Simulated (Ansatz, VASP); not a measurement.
# WS2 in VASP and in Ansatz

```
S W
1.0
     3.15955    0.00000    0.00000
    -1.57977    2.73625    0.00000
     0.00000    0.00000   23.80426
S W
4 2
Direct
  0.33333 0.66667 0.18904
  0.33333 0.66667 0.32146
  0.50000 0.00000 0.45757
  0.50000 0.00000 0.58999
  0.66667 0.33333 0.25525
  0.83333 0.66667 0.52378
```

Alike in both runs: task single point; functional PBE; dispersion D3(BJ); k mesh 9 × 9 × 1; occupations gaussian, width 0.05 eV; no spin polarisation.

```csv
,VASP,Ansatz
version,VASP 6.6.1,Ansatz 0.2.0
potentials or method,"VASP PAW PBE potentials, release 64 (S, W_sv), cutoff 520 eV","scalar-relativistic, plane waves, PAW"
valence electrons in the cell,52,52
```

Ansatz gave:

* gap on the k mesh at the Fermi level (eV): 1.61
* least direct gap on the mesh (eV): 1.89
* rms of the force components (eV/Å): 0.034

Problem. Which values does VASP return?

Solution. gap on the k mesh at the Fermi level (eV): 1.62; least direct gap on the mesh (eV): 1.89; rms of the force components (eV/Å): 0.034.

Neither program's run includes spin-orbit coupling.
